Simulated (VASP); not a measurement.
Ni, 1 atom in the cell. The cell holds a sheet with vacuum, 1 atom: a = 2.351 Å, b = 2.351 Å, c = 23.800 Å, α = 90.00°, β = 90.00°, γ = 120.00°. 

```yaml
Program: VASP 6.6.1
Task: single point
Functional: PBE
Potentials_or_basis: VASP PAW PBE potentials, release 64 (Ni)
Cutoff: 520 eV
k_mesh: 24 × 24 × 1
Occupations: gaussian, width 0.1 eV
Spin: collinear spin, ferromagnetic start
Starting_moments: "[1.01] μB"
Dipole_correction: yes
Further_INCAR_settings: ALGO = Normal; EDIFF = 1e-06; NBANDS = 15
```

Potentials or basis: VASP PAW PBE potentials, release 64 (Ni).

Run with:

```sh
$ cat potpaw_PBE.64/Ni/POTCAR > POTCAR
$ mpirun -np 1 vasp_std > vasp.out
```

Hardware: 1 thread of AMD EPYC 9R45 96-Core Processor (Zen 5) (shared host).

Problem. Estimate the wall time of this run.

Solution. Wall time 3 min on 1 thread of AMD EPYC 9R45 96-Core Processor (Zen 5), on a shared host, peak memory 0.33 GiB. Counts: scf iterations 27, k points 61.
